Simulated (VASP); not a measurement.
# LaB (P4/mmm) in VASP: single point with PBE

Aim: the single point of LaB with PBE.

Everything below comes from runs of VASP 6.6.1. Logs are shortened: lines on timing, memory, paths and dates and some standing lists are left out, and cuts for length are marked.

## 1. The cell of the first run

The typed cell holds 2 atoms: a = 3.412 Å, b = 3.412 Å, c = 3.414 Å, α = 90.00°, β = 90.00°, γ = 90.00°.

## 2. Single point, PBE

Input file INCAR:

```
ALGO = Normal
EDIFF = 1E-6
ENCUT = 520
GGA = PE
ISIF = 2
ISMEAR = 0
LASPH = T
LCHARG = F
LREAL = F
LWAVE = F
NBANDS = 14
NELM = 100
PREC = Accurate
SIGMA = 0.1
```

Input file KPOINTS:

```
k-points
0
Gamma
  16 16 16
```

Input file POSCAR:

```
LaB
1.0
    3.4117363085      0.0000000000      0.0000000000
    0.0000000000      3.4117363085      0.0000000000
    0.0000000000      0.0000000000      3.4140344087
La B
1 1
Direct
    0.5000000000      0.5000000000      0.5000000000
    0.0000000000      0.0000000000      0.0000000000
```

Potentials or basis: VASP PAW PBE potentials, release 64 (La, B).

Started as:

```console
cat potpaw_PBE.64/La/POTCAR potpaw_PBE.64/B/POTCAR > POTCAR
mpirun -np 1 vasp_std > vasp.out
```

OUTCAR:

```text
EDIFF = 1E-6
   ENCUT = 520
   GGA = PE
   ISIF = 2
   ISMEAR = 0
   LASPH = T
   LREAL = F
   NELM = 100
   PREC = Accurate

 ion  position               nearest neighbor table
   1  0.500  0.500  0.500-
   2  0.000  0.000  0.000-

  LATTYP: Found a simple tetragonal cell.
 ALAT       =     3.4117363085
 C/A-ratio  =     1.0006735867

  Lattice vectors:

 A1 = (   3.4117363085,   0.0000000000,   0.0000000000)
 A2 = (   0.0000000000,   3.4117363085,   0.0000000000)
 A3 = (   0.0000000000,   0.0000000000,   3.4140344087)

Analysis of symmetry for initial positions (statically):
=====================================================================
 Subroutine PRICEL returns:
 Original cell was already a primitive cell.

 Routine SETGRP: Setting up the symmetry group for a
 simple tetragonal supercell.

 Subroutine GETGRP returns: Found 16 space group operations
 (whereof 16 operations were pure point group operations)
 out of a pool of 16 trial point group operations.

The static configuration has the point symmetry D_4h.

Analysis of symmetry for dynamics (positions and initial velocities):
=====================================================================
 Subroutine PRICEL returns:
 Original cell was already a primitive cell.

 Routine SETGRP: Setting up the symmetry group for a
 simple tetragonal supercell.

 Subroutine GETGRP returns: Found 16 space group operations
 (whereof 16 operations were pure point group operations)
 out of a pool of 16 trial point group operations.

The dynamic configuration has the point symmetry D_4h.

 Subroutine INISYM returns: Found 16 space group operations
 (whereof 16 operations are pure point group operations),
 and found     1 'primitive' translations

----------------------------------------------------------------------------------------

                                     Primitive cell

  volume of cell :      39.7392

  direct lattice vectors                    reciprocal lattice vectors
     3.411736309  0.000000000  0.000000000     0.293105888  0.000000000  0.000000000
     0.000000000  3.411736309  0.000000000     0.000000000  0.293105888  0.000000000
     0.000000000  0.000000000  3.414034409     0.000000000  0.000000000  0.292908589

  length of vectors
     3.411736309  3.411736309  3.414034409     0.293105888  0.293105888  0.292908589

  position of ions in fractional coordinates (direct lattice)
     0.500000000  0.500000000  0.500000000
     0.000000000  0.000000000  0.000000000

  ion indices of the primitive-cell ions
   primitive index   ion index
                 1           1
                 2           2

----------------------------------------------------------------------------------------

 KPOINTS: k-points

Automatic generation of k-mesh.
 Grid dimensions read from file:
 generate k-points for:   16   16   16

 Generating k-lattice:

  Cartesian coordinates                     Fractional coordinates (reciprocal lattice)
     0.018319118  0.000000000  0.000000000     0.062500000  0.000000000  0.000000000
     0.000000000  0.018319118  0.000000000     0.000000000  0.062500000  0.000000000
     0.000000000  0.000000000  0.018306787     0.000000000  0.000000000  0.062500000

  Length of vectors
     0.018319118  0.018319118  0.018306787

  Shift w.r.t. Gamma in fractional coordinates (k-lattice)
     0.000000000  0.000000000  0.000000000

 Subroutine IBZKPT returns following result:
 ===========================================

 Found    405 irreducible k-points:

 Following reciprocal coordinates:
            Coordinates               Weight
  0.000000  0.000000  0.000000      1.000000
  0.062500  0.000000  0.000000      4.000000
  0.125000  0.000000  0.000000      4.000000
  0.187500  0.000000  0.000000      4.000000
  0.250000  0.000000  0.000000      4.000000
  0.312500  0.000000  0.000000      4.000000
[... 16 lines left out ...]
  0.437500  0.125000  0.000000      8.000000
  0.500000  0.125000  0.000000      4.000000
 [... further k-points ...]
   k-points           NKPTS =    405   k-points in BZ     NKDIM =    405   number of bands    NBANDS=     14
   number of dos      NEDOS =    301   number of ions     NIONS =      2
   total plane-waves  NPLWV =  21952
   dimension x,y,z NGX =    28 NGY =   28 NGZ =   28
   dimension x,y,z NGXF=    56 NGYF=   56 NGZF=   56
   ions per type =               1   1
   NGX,Y,Z   is equivalent  to a cutoff of  13.64, 13.64, 13.63 a.u.
   NGXF,Y,Z  is equivalent  to a cutoff of  27.29, 27.29, 27.27 a.u.
 SYSTEM =  unknown system
   PREC   = accura    normal or accurate (medium, high low for compatibility)
   ISTART =      0    job   : 0-new  1-cont  2-samecut
   ICHARG =      2    charge: 1-file 2-atom 10-const
   ISPIN  =      1    spin polarized calculation?
   LNONCOLLINEAR =      F non collinear calculations
   LSORBIT =      F    spin-orbit coupling
   LASPH  =      T    aspherical Exc in radial PAW
   ENCUT  =  520.0 eV  38.22 Ry    6.18 a.u.   6.34  6.34  6.35*2*pi/ulx,y,z
   NELM   =    100;   NELMIN=  2; NELMDL= -5     # of ELM steps
   EDIFF  = 0.1E-05   stopping-criterion for ELM
   LREAL  =      F    real-space projection
   EDIFFG = 0.1E-04   stopping-criterion for IOM
   NSW    =      0    number of steps for IOM
   IBRION =     -1    ionic relax: 0-MD 1-quasi-New 2-CG
   NFREE  =      0    steps in history (QN), initial steepest desc. (CG)
   ISIF   =      2    stress and relaxation
   ISYM   =      2    0-nonsym 1-usesym 2-fastsym
   POTIM  = 0.5000    time-step for ionic-motion
   TEBEG  =    0.0;   TEEND  =   0.0 temperature during run
   PSTRESS=    0.0 pullay stress
   NELECT =      14.0000    total number of electrons
   NUPDOWN=      -1.0000    fix difference up-down
   EMIN   =  10.00;   EMAX   =-10.00  energy-range for DOS
   EFERMI =   0.00;   METHOD = LEGACY
   ISMEAR =     0;   SIGMA  =   0.10  broadening in eV -4-tet -1-fermi 0-gaus
   EFERMI_NEDOS =   21; number of points for ismear=-14 and -15
   IALGO  =     38    algorithm
   IMIX   =      4    mixing-type and parameters
     AMIX     =   0.40;   BMIX     =  1.00
     AMIX_MAG =   1.60;   BMIX_MAG =  1.00
  volume/ion in A,a.u.               =      19.87       134.09
  Fermi-wavevector in a.u.,A,eV,Ry     =   1.156231  2.184960 18.189219  1.336870
  Thomas-Fermi vector in A             =   2.292853
   LORBIT       =      0    0 simple, 1 ext, 2 COOP (PROOUT), +10 PAW based schemes
   GGA     = PE    functional components
   LHFCALC =     F    Hartree Fock is set to
   AEXX    =    0.0000 exact exchange contribution
   IVDW    =     0    specifies the selected vdW correction
   LEPSILON=     F    determine dielectric tensor
   LRPA    =     F    only Hartree local field effects (RPA)
 non-spin polarized calculation
 Gauss-broadening in eV      SIGMA  =   0.10
  energy-cutoff  :      520.00
  volume of cell :       39.74
 maximum number of plane-waves:      1086
 NGX is ok and might be reduce to    28
   NGX = 13   NGY = 13   NGZ = 13

 number of electron      14.0000002 magnetization

 Free energy of the ion-electron system (eV)
  ---------------------------------------------------
  ext. energy  EPLUGINS =         0.00000000
  ---------------------------------------------------
  free energy    TOTEN  =       -10.72975674 eV

  energy without entropy =      -10.72050217  energy(sigma->0) =      -10.72512946

 E-fermi :   8.2206     XC(G=0): -10.5848

 val. band max:        8.2188644899   @ k =   0.1875   0.1875   0.1875
 cond. band min:       8.2264415705   @ k =   0.5000   0.0625   0.0625
 fundamental gap:      0.0075770805
 Fermi energy:         8.2205688023

 k-point     1 :       0.0000    0.0000    0.0000
  band No.  band energies     occupation
      1     -24.0276      2.00000
      2      -7.0193      2.00000
      3      -7.0157      2.00000
      4      -7.0157      2.00000
      5       1.0595      2.00000
      6       7.6332      2.00000
      7       7.6333      2.00000
      8       9.7955      0.00000
      9       9.8007      0.00000
     10       9.8007      0.00000
     11      10.9733      0.00000
     12      10.9748      0.00000
     13      10.9748      0.00000
     14      11.4074      0.00000

 k-point     2 :       0.0625    0.0000    0.0000
  band No.  band energies     occupation
      1     -24.0204      2.00000
      2      -7.0978      2.00000
      3      -7.0119      2.00000
      4      -7.0082      2.00000
      5       1.1401      2.00000
      6       7.6614      2.00000
      7       7.6919      2.00000
      8       9.7309      0.00000
      9       9.7574      0.00000
     10       9.7629      0.00000
     11      10.9605      0.00000
     12      10.9753      0.00000
     13      10.9768      0.00000
     14      11.4008      0.00000

 k-point     3 :       0.1250    0.0000    0.0000
  band No.  band energies     occupation
      1     -23.9999      2.00000
      2      -7.3229      2.00000
      3      -6.9907      2.00000
      4      -6.9870      2.00000
      5       1.3657      2.00000
      6       7.7441      2.00000
      7       7.7806      2.00000
      8       9.6176      0.00000
      9       9.6409      0.00000
     10       9.6473      0.00000
     11      10.9174      0.00000
     12      10.9817      0.00000
     13      10.9833      0.00000
     14      11.3822      0.00000

 k-point     4 :       0.1875    0.0000    0.0000
  band No.  band energies     occupation
      1     -23.9689      2.00000
      2      -7.6386      2.00000
      3      -6.9586      2.00000
      4      -6.9550      2.00000
      5       1.6998      2.00000
      6       7.6577      2.00000
      7       7.8763      2.00000
      8       9.4486      0.00000
      9       9.4562      0.00000
     10       9.7094      0.00000
     11      10.8450      0.00000
     12      10.9931      0.00000
     13      10.9948      0.00000
     14      11.3554      0.00000

 k-point     5 :       0.2500    0.0000    0.0000
  band No.  band energies     occupation
      1     -23.9319      2.00000
      2      -7.9845      2.00000
      3      -6.9204      2.00000
      4      -6.9168      2.00000
      5       2.1057      2.00000
      6       7.2304      2.00000
      7       8.0484      1.98508
      8       9.2033      0.00000
      9       9.2122      0.00000
     10      10.0600      0.00000
     11      10.7441      0.00000
[... 276 lines left out ...]
 k-point    22 :       0.3750    0.1250    0.0000
  band No.  band energies     occupation
      1     -23.8355      2.00000
      2      -8.5174      2.00000
      3      -7.1194      2.00000
      4      -6.8237      2.00000
      5       3.0105      2.00000
      6       6.1592      2.00000
      7       8.3115      0.19864
      8       8.8297      0.00000
      9       8.9859      0.00000
     10      10.7119      0.00000
     11      10.7472      0.00000
     12      10.9923      0.00000
     13      11.0574      0.00000
     14      11.2749      0.00000

 k-point    23 :       0.4375    0.1250    0.0000
  band No.  band energies     occupation
      1     -23.8139      2.00000
      2      -8.6816      2.00000
      3      -7.0932      2.00000
      4      -6.8018      2.00000
      5       3.2950      2.00000
      6       5.7913      2.00000
      7       8.2972      0.27824
      8       8.7069      0.00000
      9       8.9694      0.00000
     10      10.7076      0.00000
     11      10.8412      0.00000
     12      10.9813      0.00000
     13      11.0685      0.00000
     14      11.2693      0.00000

 k-point    24 :       0.5000    0.1250    0.0000
  band No.  band energies     occupation
      1     -23.8062      2.00000
      2      -8.7381      2.00000
      3      -7.0839      2.00000
      4      -6.7941      2.00000
      5       3.4115      2.00000
      6       5.6462      2.00000
      7       8.2816      0.38773
      8       8.6635      0.00000
      9       8.9741      0.00000
     10      10.6910      0.00000
     11      10.8805      0.00000
     12      10.9774      0.00000
     13      11.0722      0.00000
     14      11.2677      0.00000

 [... further k-points ...]
[... 5 lines left out ...]
  --------------------------------------------------------------------------------------
  -------------------------------------------------------------------------------------
  Total       -0.0087238     -0.0087238     -0.0210182      0.0000000      0.0000000      0.0000000
  in kB       -0.3517211     -0.3517211     -0.8473971      0.0000000      0.0000000      0.0000000
  external PRESSURE =      -0.5169465 kB  Pullay stress =       0.0000000 kB

 VOLUME and BASIS-vectors are now :
 -----------------------------------------------------------------------------
  energy-cutoff  :      520.00
  volume of cell :       39.74
      direct lattice vectors                 reciprocal lattice vectors
     3.411736309  0.000000000  0.000000000     0.293105888  0.000000000  0.000000000
     0.000000000  3.411736309  0.000000000     0.000000000  0.293105888  0.000000000
     0.000000000  0.000000000  3.414034409     0.000000000  0.000000000  0.292908589

 POSITION                                       TOTAL-FORCE (eV/Angst)
 -----------------------------------------------------------------------------------
      1.70587      1.70587      1.70702         0.000000      0.000000      0.000000
      0.00000      0.00000      0.00000         0.000000      0.000000      0.000000
 -----------------------------------------------------------------------------------
    total drift:                               -0.000000      0.000000      0.000000

  FREE ENERGIE OF THE ION-ELECTRON SYSTEM (eV)
  ---------------------------------------------------
  free  energy   TOTEN  =       -10.7297567444 eV

  energy  without entropy=      -10.7205021697  energy(sigma->0) =      -10.72512946
```

Wall time 7.5 min (1 thread of AMD EPYC 7R13, shared host); peak memory 0.37 GiB.

Results:

| Item | Value |
| --- | --- |
| Free energy | -10.7298 eV |
| Pressure | -0.1 GPa |
| Band gap on the k mesh | zero (band 7 reaches 8.59 eV, above the bottom of band 8 at 4.99 eV) |

Levels at points of the mesh, in eV from the Fermi level:
```tsv
k point	band 3	band 4	band 5	band 6	band 7	band 8	band 9	band 10	band 11	band 12
(0.00, 0.00, 0.00)	-15.24	-15.24	-7.16	-0.59	-0.59	1.57	1.58	1.58	2.75	2.75
(0.50, 0.00, 0.00)	-15.04	-15.04	-4.57	-2.94	0.31	0.33	0.43	2.11	2.64	2.83
(0.50, 0.50, 0.00)	-16.64	-14.87	-6.18	-0.14	-0.14	0.87	1.44	2.77	2.77	3.29
(0.00, 0.00, 0.50)	-15.04	-15.04	-4.57	-2.94	0.32	0.32	0.42	2.11	2.64	2.83
(0.50, 0.00, 0.50)	-16.64	-14.87	-6.18	-0.14	-0.14	0.87	1.44	2.77	2.77	3.29
(0.50, 0.50, 0.50)	-16.34	-16.33	-4.00	-3.24	-3.24	-3.24	2.84	2.84	2.84	3.22
```

Caveat: spin-orbit coupling is left out, which moves the levels of the heavy elements.
